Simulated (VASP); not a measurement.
Write the native input for VASP 6.6.1 that does the following.

- Task: single point
- Functional: PBE
- Potentials or basis: VASP PAW PBE potentials, release 64 (Cd, Se)
- Cutoff: 520 eV
- k mesh: 6 × 6 × 6
- Occupations: gaussian, width 0.02 eV
- Spin: no spin polarisation
- Dipole correction: no
- Further INCAR settings: ALGO = Normal; EDIFF = 1e-06; NBANDS = 46

The structure of CdSe lies in POSCAR:

```
CdSe
1.0
   -4.2296079929      4.2296079929      4.2296079929
    4.2296079929     -4.2296079929      4.2296079929
    4.2296079929      4.2296079929     -4.2296079929
Cd Se
4 4
Direct
    0.3191740331      0.0000000000      0.0000000000
    0.6808259669      0.6808259669      0.6808259669
    0.0000000000      0.3191740331      0.0000000000
    0.0000000000      0.0000000000      0.3191740331
    0.0000000000      0.6732160426      0.0000000000
    0.3267839574      0.3267839574      0.3267839574
    0.6732160426      0.0000000000      0.0000000000
    0.0000000000      0.0000000000      0.6732160426
```

The input as run:

INCAR

```
PREC = Accurate
ENCUT = 520
EDIFF = 1E-6
ISMEAR = 0
SIGMA = 0.02
LREAL = False
LASPH = True
NELM = 100
ALGO = Normal
ISIF = 2
LWAVE = False
LCHARG = False
GGA = PE
NBANDS = 46
```

KPOINTS

```
Automatic mesh
0
Gamma
  6 6 6
```

Potentials or basis: VASP PAW PBE potentials, release 64 (Cd, Se).

Command:

```bash
$ cat potpaw_PBE.64/Cd/POTCAR potpaw_PBE.64/Se/POTCAR > POTCAR
$ mpirun -np 1 vasp_std > vasp.out
```

It gave:

* Pressure: 0.2 GPa
* Largest force: 0.012 eV/Å
* Band gap on the k mesh: 0.91 eV, indirect (least direct gap 0.96 eV)

Wall time 2.3 min on 1 thread of AMD EPYC 9R45 96-Core Processor (Zen 5), on a shared host, peak memory 0.45 GiB.
